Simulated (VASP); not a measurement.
Wanted: the native input for a VASP 6.6.1 run.

```
Task                   : single point
Functional             : r2SCAN
Potentials or basis    : VASP PAW PBE potentials, release 64 (W_sv, S)
Cutoff                 : 520 eV
k mesh                 : 12 × 12 × 12
Occupations            : gaussian, width 0.05 eV
Spin                   : no spin polarisation
Dipole correction      : no
Further INCAR settings : ALGO = Normal; EDIFF = 1e-07; NBANDS = 20
```

WS2:

```
W S
1.0
     1.53163    0.88429    6.16333
    -1.53163    0.88429    6.16333
     0.00000   -1.76857    6.16333
W S
1 2
Direct
  0.00000 0.00000 0.00000
  0.75030 0.75030 0.75030
  0.58100 0.58100 0.58100
```

This cell differs from its parent crystal: strain -0.030 along x and y, +0.000 along z.

The input as run:

POSCAR

```
WS2
1.0
    1.5316303727      0.8842872080      6.1633300000
   -1.5316303727      0.8842872080      6.1633300000
    0.0000000000     -1.7685744160      6.1633300000
W S
1 2
Direct
    0.0000000000      0.0000000000      0.0000000000
    0.7503000000      0.7503000000      0.7503000000
    0.5810000000      0.5810000000      0.5810000000
```

INCAR.step1

```
PREC     = Accurate       # precision mode
ENCUT    = 520            # plane-wave cutoff, eV
ISMEAR   = 0              # smearing method
SIGMA    = 0.05           # smearing width, eV
LREAL    = F              # projectors in reciprocal space
LASPH    = T              # aspherical terms in the spheres
NELM     = 100            # most SCF steps
NBANDS   = 20             # bands
GGA      = PE             # functional
ALGO     = Normal         # electronic algorithm
EDIFF    = 1E-4           # SCF threshold, eV
LWAVE    = T              # write WAVECAR
LCHARG   = F              # write CHGCAR
```

INCAR.step2

```
PREC     = Accurate       # precision mode
ENCUT    = 520            # plane-wave cutoff, eV
EDIFF    = 1E-7           # SCF threshold, eV
ISMEAR   = 0              # smearing method
SIGMA    = 0.05           # smearing width, eV
LREAL    = F              # projectors in reciprocal space
LASPH    = T              # aspherical terms in the spheres
NELM     = 100            # most SCF steps
ALGO     = Normal         # electronic algorithm
ISIF     = 2              # what is computed and relaxed
LWAVE    = F              # write WAVECAR
LCHARG   = F              # write CHGCAR
METAGGA  = R2SCAN         # meta-GGA
LMIXTAU  = T            
NBANDS   = 20             # bands
ISTART   = 1
```

KPOINTS

```
regular mesh
0
Gamma
  12 12 12
```

Potentials or basis: VASP PAW PBE potentials, release 64 (W_sv, S).

The run is started by

```bash
$ cat potpaw_PBE.64/W_sv/POTCAR potpaw_PBE.64/S/POTCAR > POTCAR
$ cp INCAR.step1 INCAR
$ mpirun -np 1 vasp_std > vasp.out
$ cp INCAR.step2 INCAR
$ mpirun -np 1 vasp_std > vasp.out
```

Results of the run:

| Property | Result |
| --- | --- |
| Pressure | 14.9 GPa |
| Largest force | 1.083 eV/Å |
| Band gap on the k mesh | 1.21 eV (least direct gap 2.43 eV) |

Caveat: the cell differs from its parent crystal (strain -0.030 along x and y, +0.000 along z); the stress differs along the axes, from 10 to 17 GPa; the PAW data sets were made with another functional, which shifts forces and pressure a little; spin-orbit coupling is left out, which moves the levels of the heavy elements.

Wall time 16 min on 1 thread of Intel(R) Xeon(R) 6975P-C (Granite Rapids) (shared host), peak memory 0.47 GiB.
